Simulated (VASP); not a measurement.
Here is a VASP 6.6.1 calculation.

INCAR

```
  ALGO = Normal
  EDIFF = 1E-7
  ENCUT = 520
  GGA = PE
  ISIF = 2
  ISMEAR = -1
  LASPH = T
  LCHARG = T
  LELF = T
  LREAL = F
  LVHAR = T
  LWAVE = F
  NBANDS = 14
  NELM = 80
  PREC = Accurate
  SIGMA = 0.1
```

KPOINTS

```
k-points
0
Gamma
  16 16 16
```

POSCAR

```
Re
1.0
    0.0000000000      2.9347648480      2.9347648480
    2.9347648480      0.0000000000      2.9347648480
    2.9347648480      2.9347648480      0.0000000000
Re
2
Direct
    0.1250000000      0.1250000000      0.1250000000
    0.8750000000      0.8750000000      0.8750000000
```

Potentials or basis: VASP PAW PBE potentials, release 64 (Re).

Command:

```console
$ cat potpaw_PBE.64/Re/POTCAR > POTCAR
$ mpirun -np 1 vasp_std > vasp.out
```

(1) What does it give for the band gap on the k mesh?

(2) Estimate the pressure.

Answers

(1) zero (bands 7 and 8 overlap by 1.24 eV).

(2) -16.9 GPa.

Caveat: the cell stands under tension; spin-orbit coupling is left out, which moves the levels of the heavy elements.
